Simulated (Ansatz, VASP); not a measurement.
Two plane-wave programs on KF

INCAR

```
PREC     = Accurate       # precision mode
ENCUT    = 520            # plane-wave cutoff, eV
EDIFF    = 1E-7           # SCF threshold, eV
ISMEAR   = 0              # smearing method
SIGMA    = 0.05           # smearing width, eV
LREAL    = F              # projectors in reciprocal space
LASPH    = T              # aspherical terms in the spheres
NELM     = 60             # most SCF steps
ALGO     = Normal         # electronic algorithm
ISIF     = 2              # what is computed and relaxed
LWAVE    = F              # write WAVECAR
LCHARG   = T              # write CHGCAR
LELF     = T              # ELF
LVHAR    = T            
NBANDS   = 15             # bands
```

Contents of KPOINTS:

```
Automatic mesh
0
Gamma
  8 8 8
```

POSCAR

```
KF
1.0
   -0.0843392667      2.6073394567      2.6073394567
    2.6073394567     -0.0843392667      2.6073394567
    2.6073394567      2.6073394567     -0.0843392667
K F
1 1
Direct
    0.0000000000      0.0000000000      0.0000000000
    0.5000000000      0.5000000000      0.5000000000
```

Input for Ansatz:

```yaml
crystal:
  lattice:
    - [-0.0843392667, 2.6073394567, 2.6073394567]
    - [2.6073394567, -0.0843392667, 2.6073394567]
    - [2.6073394567, 2.6073394567, -0.0843392667]
  atoms:
    - { symbol: K, position: [0.0, 0.0, 0.0] }
    - { symbol: F, position: [0.5, 0.5, 0.5] }
basis:
  ecutwfc: 520.0
kpoints:
  mp_grid: { grid: [8, 8, 8] }
hamiltonian:
  xc: lda
scf:
  occupations: { method: gaussian, width: 0.05 }
output:
  forces: true
  stress: true
  eigenvalues: true
```

Alike in both runs: task single point; functional LDA; k mesh 8 × 8 × 8; occupations gaussian, width 0.05 eV; no spin polarisation.

```csv
,VASP,Ansatz
version,VASP 6.6.1,Ansatz 0.2.0
potentials or method,"VASP PAW LDA potentials, release 64 (K_sv, F), cutoff 520 eV","scalar-relativistic, plane waves, PAW"
valence electrons in the cell,16,16
```

|  | VASP | Ansatz | Ansatz less VASP |
| --- | --- | --- | --- |
| gap on the k mesh at the Fermi level (eV) | 5.89 | 5.90 | +0.017 |
| least direct gap on the mesh (eV) | 5.89 | 5.90 | +0.017 |
| pressure (GPa) | -2.7 | -2.8 | -0.12 |
| traceless stress, the component that is largest in VASP (GPa) | 0.43 | 0.44 | +0.007 |

LDA's correlation is that of Perdew and Zunger in VASP and of Perdew and Wang (1992) in Ansatz.
